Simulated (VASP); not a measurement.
# P in VASP: further runs

Runs on P. Level: PBEsol. Tasks: single point.

Program: VASP 6.6.1. These are calculated values, not measurements. Logs are shortened: lines on timing, memory, paths and dates and some standing lists are left out, and cuts for length are marked.

## 1. The cell of the first run

The cell holds a slab with vacuum, 4 atoms: a = 3.382 Å, b = 35.903 Å, c = 4.563 Å, α = 90.00°, β = 90.00°, γ = 90.00°.

## 2. Single point, PBEsol (strain +0.030 along x and y, -0.015 along z)

INCAR

```
SYSTEM = P
PREC = Accurate
ENCUT = 520
EDIFF = 1E-7
ISMEAR = 0
SIGMA = 0.05
LREAL = .FALSE.
LASPH = .TRUE.
NELM = 80
ALGO = Normal
ISIF = 2
LWAVE = .FALSE.
LCHARG = .FALSE.
GGA = PS
NBANDS = 18
```

KPOINTS

```
Automatic mesh
0
G
  8 1 6
  0 0 0
```

POSCAR

```
P
1.0
    3.3822395516      0.0000000000      0.0000000000
    0.0000000000     35.9027419197      0.0000000000
    0.0000000000      0.0000000000      4.5626034394
P
4
Direct
    0.0000000000      0.9702614300      0.5921507200
    0.0000000000      0.0297385700      0.4078492800
    0.5000000000      0.0297385700      0.0921507200
    0.5000000000      0.9702614300      0.9078492800
```

Potentials or basis: VASP PAW PBE potentials, release 64 (P).

Started as:

```bash
$ cat potpaw_PBE.64/P/POTCAR > POTCAR
$ mpirun -np 1 vasp_std > vasp.out
```

OUTCAR:

```text
SYSTEM = P
   PREC = Accurate
   ENCUT = 520
   EDIFF = 1E-7
   ISMEAR = 0
   LREAL = .FALSE.
   LASPH = .TRUE.
   NELM = 80
   ISIF = 2
   GGA = PS

 ion  position               nearest neighbor table
   1  0.000  0.970  0.592-   4 2.22   4 2.22   2 2.29
   2  0.000  0.030  0.408-   3 2.22   3 2.22   1 2.29
   3  0.500  0.030  0.092-   2 2.22   2 2.22   4 2.29
   4  0.500  0.970  0.908-   1 2.22   1 2.22   3 2.29

  LATTYP: Found a simple orthorhombic cell.
 ALAT       =     3.3822395516
 B/A-ratio  =     1.3489888489
 C/A-ratio  =    10.6150795566

  Lattice vectors:

 A1 = (  -3.3822395516,   0.0000000000,   0.0000000000)
 A2 = (   0.0000000000,   0.0000000000,   4.5626034394)
 A3 = (   0.0000000000,  35.9027419197,   0.0000000000)

Analysis of symmetry for initial positions (statically):
=====================================================================
 Subroutine PRICEL returns:
 Original cell was already a primitive cell.

 Routine SETGRP: Setting up the symmetry group for a
 simple orthorhombic supercell.

 Subroutine GETGRP returns: Found  8 space group operations
 (whereof  4 operations were pure point group operations)
 out of a pool of  8 trial point group operations.

The static configuration has the point symmetry C_2h.
 The point group associated with its full space group is D_2h.

Analysis of symmetry for dynamics (positions and initial velocities):
=====================================================================
 Subroutine PRICEL returns:
 Original cell was already a primitive cell.

 Routine SETGRP: Setting up the symmetry group for a
 simple orthorhombic supercell.

 Subroutine GETGRP returns: Found  8 space group operations
 (whereof  4 operations were pure point group operations)
 out of a pool of  8 trial point group operations.

The dynamic configuration has the point symmetry C_2h.
 The point group associated with its full space group is D_2h.

 Subroutine INISYM returns: Found  8 space group operations
 (whereof  4 operations are pure point group operations),
 and found     1 'primitive' translations

----------------------------------------------------------------------------------------

                                     Primitive cell

  volume of cell :     554.0446

  direct lattice vectors                    reciprocal lattice vectors
     3.382239552  0.000000000  0.000000000     0.295662086  0.000000000  0.000000000
     0.000000000 35.902741920  0.000000000     0.000000000  0.027853026  0.000000000
     0.000000000  0.000000000  4.562603439     0.000000000  0.000000000  0.219173113

  length of vectors
     3.382239552 35.902741920  4.562603439     0.295662086  0.027853026  0.219173113

  position of ions in fractional coordinates (direct lattice)
     0.000000000  0.970261430  0.592150720
     0.000000000  0.029738570  0.407849280
     0.500000000  0.029738570  0.092150720
     0.500000000  0.970261430  0.907849280

  ion indices of the primitive-cell ions
   primitive index   ion index
                 1           1
                 2           2
                 3           3
                 4           4

----------------------------------------------------------------------------------------

 KPOINTS: Automatic mesh

Automatic generation of k-mesh.
 Grid dimensions read from file:
 generate k-points for:    8    1    6

 Generating k-lattice:

  Cartesian coordinates                     Fractional coordinates (reciprocal lattice)
     0.036957761  0.000000000  0.000000000     0.125000000  0.000000000  0.000000000
     0.000000000  0.027853026  0.000000000     0.000000000  1.000000000  0.000000000
     0.000000000  0.000000000  0.036528852     0.000000000  0.000000000  0.166666667

  Length of vectors
     0.036957761  0.027853026  0.036528852

  Shift w.r.t. Gamma in fractional coordinates (k-lattice)
     0.000000000  0.000000000  0.000000000

 Subroutine IBZKPT returns following result:
 ===========================================

 Found     20 irreducible k-points:

 Following reciprocal coordinates:
            Coordinates               Weight
  0.000000  0.000000  0.000000      1.000000
  0.125000  0.000000  0.000000      2.000000
  0.250000  0.000000  0.000000      2.000000
  0.375000  0.000000  0.000000      2.000000
  0.500000  0.000000  0.000000      1.000000
  0.000000  0.000000  0.166667      2.000000
[... 12 lines left out ...]
  0.375000  0.000000  0.500000      2.000000
  0.500000  0.000000  0.500000      1.000000
   k-points           NKPTS =     20   k-points in BZ     NKDIM =     20   number of bands    NBANDS=     18
   number of dos      NEDOS =    301   number of ions     NIONS =      4
   total plane-waves  NPLWV = 272160
   dimension x,y,z NGX =    28 NGY =  270 NGZ =   36
   dimension x,y,z NGXF=    56 NGYF=  540 NGZF=   72
   ions per type =               4
   NGX,Y,Z   is equivalent  to a cutoff of  13.76, 12.50, 13.12 a.u.
   NGXF,Y,Z  is equivalent  to a cutoff of  27.53, 25.00, 26.23 a.u.
 SYSTEM =  P
   PREC   = accura    normal or accurate (medium, high low for compatibility)
   ISTART =      0    job   : 0-new  1-cont  2-samecut
   ICHARG =      2    charge: 1-file 2-atom 10-const
   ISPIN  =      1    spin polarized calculation?
   LNONCOLLINEAR =      F non collinear calculations
   LSORBIT =      F    spin-orbit coupling
   LASPH  =      T    aspherical Exc in radial PAW
   ENCUT  =  520.0 eV  38.22 Ry    6.18 a.u.   6.29 66.76  8.48*2*pi/ulx,y,z
   NELM   =     80;   NELMIN=  2; NELMDL= -5     # of ELM steps
   EDIFF  = 0.1E-06   stopping-criterion for ELM
   LREAL  =      F    real-space projection
   EDIFFG = 0.1E-05   stopping-criterion for IOM
   NSW    =      0    number of steps for IOM
   IBRION =     -1    ionic relax: 0-MD 1-quasi-New 2-CG
   NFREE  =      0    steps in history (QN), initial steepest desc. (CG)
   ISIF   =      2    stress and relaxation
   ISYM   =      2    0-nonsym 1-usesym 2-fastsym
   POTIM  = 0.5000    time-step for ionic-motion
   TEBEG  =    0.0;   TEEND  =   0.0 temperature during run
   PSTRESS=    0.0 pullay stress
   NELECT =      20.0000    total number of electrons
   NUPDOWN=      -1.0000    fix difference up-down
   EMIN   =  10.00;   EMAX   =-10.00  energy-range for DOS
   EFERMI =   0.00;   METHOD = LEGACY
   ISMEAR =     0;   SIGMA  =   0.05  broadening in eV -4-tet -1-fermi 0-gaus
   EFERMI_NEDOS =   21; number of points for ismear=-14 and -15
   IALGO  =     38    algorithm
   IMIX   =      4    mixing-type and parameters
     AMIX     =   0.40;   BMIX     =  1.00
     AMIX_MAG =   1.60;   BMIX_MAG =  1.00
  volume/ion in A,a.u.               =     138.51       934.72
  Fermi-wavevector in a.u.,A,eV,Ry     =   0.541049  1.022434  3.982888  0.292734
  Thomas-Fermi vector in A             =   1.568455
   LORBIT       =      0    0 simple, 1 ext, 2 COOP (PROOUT), +10 PAW based schemes
   GGA     = PS    functional components
   LHFCALC =     F    Hartree Fock is set to
   AEXX    =    0.0000 exact exchange contribution
   IVDW    =     0    specifies the selected vdW correction
   LEPSILON=     F    determine dielectric tensor
   LRPA    =     F    only Hartree local field effects (RPA)
 non-spin polarized calculation
 Gauss-broadening in eV      SIGMA  =   0.05
  energy-cutoff  :      520.00
  volume of cell :      554.04
 maximum number of plane-waves:     14989
 NGX is ok and might be reduce to    28
   NGX = 13   NGY =133   NGZ = 17

 number of electron      20.0000000 magnetization

 Free energy of the ion-electron system (eV)
  ---------------------------------------------------
  ext. energy  EPLUGINS =         0.00000000
  ---------------------------------------------------
  free energy    TOTEN  =       -22.74308268 eV

  energy without entropy =      -22.74308268  energy(sigma->0) =      -22.74308268

 E-fermi :  -3.2076     XC(G=0):  -1.7100

 val. band max:       -3.4161417547   @ k =   0.0000   0.0000   0.0000
 cond. band min:      -2.7253219402   @ k =   0.0000   0.0000   0.0000
 fundamental gap:      0.6908198145
 Fermi energy:        -3.2076114504

 k-point     1 :       0.0000    0.0000    0.0000
  band No.  band energies     occupation
      1     -18.3447      2.00000
      2     -15.9983      2.00000
      3     -12.3831      2.00000
      4      -9.1099      2.00000
      5      -8.1245      2.00000
      6      -7.8238      2.00000
[... 10 lines left out ...]
     17       1.5582      0.00000
     18       1.6995      0.00000

 k-point     2 :       0.1250    0.0000    0.0000
  band No.  band energies     occupation
      1     -18.1674      2.00000
      2     -15.8139      2.00000
      3     -12.5209      2.00000
      4      -8.9750      2.00000
      5      -8.4657      2.00000
      6      -8.0004      2.00000
[... 10 lines left out ...]
     17       1.5295      0.00000
     18       1.7631      0.00000

 k-point     3 :       0.2500    0.0000    0.0000
  band No.  band energies     occupation
      1     -17.6409      2.00000
      2     -15.2631      2.00000
      3     -13.1470      2.00000
      4      -9.8414      2.00000
      5      -8.8085      2.00000
      6      -8.6093      2.00000
[... 10 lines left out ...]
     17       1.8299      0.00000
     18       1.9175      0.00000

 k-point     4 :       0.3750    0.0000    0.0000
  band No.  band energies     occupation
      1     -16.7839      2.00000
      2     -14.3545      2.00000
      3     -14.3303      2.00000
      4     -11.5604      2.00000
      5      -8.7609      2.00000
      6      -8.2130      2.00000
[... 10 lines left out ...]
     17       2.7853      0.00000
     18       2.8077      0.00000

 k-point     5 :       0.5000    0.0000    0.0000
  band No.  band energies     occupation
      1     -15.6419      2.00000
      2     -15.6419      2.00000
      3     -13.1064      2.00000
      4     -13.1064      2.00000
      5      -8.3005      2.00000
      6      -8.3005      2.00000
[... 10 lines left out ...]
     17       3.2326      0.00000
     18       3.2326      0.00000

 k-point     6 :       0.0000    0.0000    0.1667
  band No.  band energies     occupation
      1     -18.2111      2.00000
      2     -16.1586      2.00000
      3     -12.4515      2.00000
      4      -9.8018      2.00000
      5      -7.7722      2.00000
      6      -7.2797      2.00000
[... 10 lines left out ...]
     17       1.7463      0.00000
     18       1.7700      0.00000

 k-point     7 :       0.1250    0.0000    0.1667
  band No.  band energies     occupation
      1     -18.0347      2.00000
      2     -15.9799      2.00000
      3     -12.5284      2.00000
      4      -9.7652      2.00000
      5      -8.1928      2.00000
      6      -7.9349      2.00000
[... 10 lines left out ...]
     17       1.5231      0.00000
     18       1.8180      0.00000

 k-point     8 :       0.2500    0.0000    0.1667
  band No.  band energies     occupation
      1     -17.5117      2.00000
      2     -15.4566      2.00000
      3     -12.9989      2.00000
      4     -10.2252      2.00000
      5      -9.1012      2.00000
      6      -8.5034      2.00000
[... 10 lines left out ...]
     17       1.8212      0.00000
     18       2.1191      0.00000
[... 145 lines left out ...]
     17       2.7194      0.00000
     18       2.7194      0.00000

 k-point    16 :       0.0000    0.0000    0.5000
  band No.  band energies     occupation
      1     -17.2541      2.00000
      2     -17.2541      2.00000
      3     -11.7951      2.00000
      4     -11.7951      2.00000
      5      -6.4484      2.00000
      6      -6.4484      2.00000
[... 10 lines left out ...]
     17       2.6075      0.00000
     18       2.6075      0.00000

 k-point    17 :       0.1250    0.0000    0.5000
  band No.  band energies     occupation
      1     -17.0833      2.00000
      2     -17.0833      2.00000
      3     -11.7491      2.00000
      4     -11.7491      2.00000
      5      -7.6437      2.00000
      6      -7.6437      2.00000
[... 10 lines left out ...]
     17       2.8327      0.00000
     18       2.8327      0.00000

 k-point    18 :       0.2500    0.0000    0.5000
  band No.  band energies     occupation
      1     -16.5844      2.00000
      2     -16.5844      2.00000
      3     -11.8739      2.00000
      4     -11.8739      2.00000
      5      -8.9994      2.00000
      6      -8.9994      2.00000
[... 10 lines left out ...]
     17       2.6036      0.00000
     18       2.6036      0.00000

 k-point    19 :       0.3750    0.0000    0.5000
  band No.  band energies     occupation
      1     -15.8300      2.00000
      2     -15.8300      2.00000
      3     -12.7245      2.00000
      4     -12.7245      2.00000
      5      -9.0904      2.00000
      6      -9.0904      2.00000
[... 10 lines left out ...]
     17       3.1818      0.00000
     18       3.1818      0.00000

 k-point    20 :       0.5000    0.0000    0.5000
  band No.  band energies     occupation
      1     -15.2728      2.00000
      2     -15.2728      2.00000
      3     -13.4382      2.00000
      4     -13.4382      2.00000
      5      -8.4240      2.00000
      6      -8.4240      2.00000
[... 10 lines left out ...]
     17       2.8213      0.00000
     18       2.8213      0.00000

------------------------ aborting loop because EDIFF is reached ----------------------------------------

  FORCE on cell =-STRESS in cart. coord.  units (eV):
  Direction    XX          YY          ZZ          XY          YZ          ZX
  --------------------------------------------------------------------------------------
  -------------------------------------------------------------------------------------
  Total       -3.1065155     -1.7136875     -0.4675357      0.0000000      0.0000000      0.0000000
  in kB       -8.9833724     -4.9556145     -1.3520125      0.0000000      0.0000000      0.0000000
  external PRESSURE =      -5.0969998 kB  Pullay stress =       0.0000000 kB

 VOLUME and BASIS-vectors are now :
 -----------------------------------------------------------------------------
  energy-cutoff  :      520.00
  volume of cell :      554.04
      direct lattice vectors                 reciprocal lattice vectors
     3.382239552  0.000000000  0.000000000     0.295662086  0.000000000  0.000000000
     0.000000000 35.902741920  0.000000000     0.000000000  0.027853026  0.000000000
     0.000000000  0.000000000  4.562603439     0.000000000  0.000000000  0.219173113

 POSITION                                       TOTAL-FORCE (eV/Angst)
 -----------------------------------------------------------------------------------
      0.00000     34.83505      2.70175         0.000000      0.397884     -0.416157
      0.00000      1.06770      1.86085         0.000000     -0.397884      0.416157
      1.69112      1.06770      0.42045         0.000000     -0.397884     -0.416157
      1.69112     34.83505      4.14216         0.000000      0.397884      0.416157
 -----------------------------------------------------------------------------------
    total drift:                               -0.000000      0.000000      0.000000

  FREE ENERGIE OF THE ION-ELECTRON SYSTEM (eV)
  ---------------------------------------------------
  free  energy   TOTEN  =       -22.7430826780 eV

  energy  without entropy=      -22.7430826779  energy(sigma->0) =      -22.74308268
```

Wall time 4.6 min (1 thread of Intel Xeon 6975P-C (Granite Rapids), shared host); peak memory 0.61 GiB.

Results:

```
Free energy            : -22.7431 eV
Largest force          : 0.576 eV/Å
Band gap on the k mesh : 0.69 eV
```

Forces on the atoms (eV/Å):
```
P    0.000  0.398 -0.416
P    0.000 -0.398  0.416
P    0.000 -0.398 -0.416
P    0.000  0.398  0.416
```

Caveat: the cell differs from its parent crystal (strain +0.030 along x and y, -0.015 along z); there is no dipole correction, which matters where the two faces differ; semilocal functionals underestimate gaps, and a narrow one can read as zero; the PAW data sets were made with another functional, which shifts forces and pressure a little.

## 3. Single point, PBEsol (strain +0.015 along x and y, +0.015 along z)

INCAR

```
PREC = Accurate
ENCUT = 520
EDIFF = 1E-6
ISMEAR = 0
SIGMA = 0.05
LREAL = F
LASPH = T
NELM = 60
ALGO = Normal
ISIF = 2
LWAVE = F
LCHARG = T
GGA = PS
LELF = T
LVHAR = T
NBANDS = 18
```

KPOINTS

```
Automatic mesh
0
Gamma
  8 1 6
```

POSCAR

```
P
1.0
    3.3329836358      0.0000000000      0.0000000000
    0.0000000000     35.3798864548      0.0000000000
    0.0000000000      0.0000000000      4.7015659806
P
4
Direct
    0.0000000000      0.9702614300      0.5921507200
    0.0000000000      0.0297385700      0.4078492800
    0.5000000000      0.0297385700      0.0921507200
    0.5000000000      0.9702614300      0.9078492800
```

Potentials or basis: VASP PAW PBE potentials, release 64 (P).

Started as:

```bash
$ cat potpaw_PBE.64/P/POTCAR > POTCAR
$ mpirun -np 1 vasp_std > vasp.out
```

Run time: 3.8 min. Hardware: 1 thread of Intel Xeon 6975P-C (Granite Rapids), shared host; peak memory 0.61 GiB.

Results (log left out):

* Free energy: -22.7723 eV
* Largest force: 0.237 eV/Å
* Band gap on the k mesh: 0.92 eV

Forces on the atoms (eV/Å):
```
P    0.000  0.236 -0.013
P    0.000 -0.236  0.013
P    0.000 -0.236 -0.013
P    0.000  0.236  0.013
```

Levels at points of the mesh, in eV from the valence-band top:
```tsv
k point	band 6	band 7	band 8	band 9	band 10	band 11	band 12	band 13	band 14	band 15
(0.00, 0.00, 0.00)	-4.39	-3.36	-1.83	-1.56	0.00	0.92	1.47	2.45	3.17	4.48
(0.50, 0.00, 0.00)	-4.94	-2.69	-2.69	-1.94	-1.94	1.15	1.15	2.21	2.21	3.72
(0.00, 0.00, 0.50)	-2.85	-2.60	-2.60	-1.36	-1.36	1.90	1.90	3.62	3.62	3.63
(0.50, 0.00, 0.50)	-4.88	-4.48	-4.48	-1.07	-1.07	2.28	2.28	3.67	3.67	5.14
```

Caveat: the cell differs from its parent crystal (strain +0.015 along x and y, +0.015 along z); there is no dipole correction, which matters where the two faces differ; the PAW data sets were made with another functional, which shifts forces and pressure a little.

(Continued in part 2 of 2.)
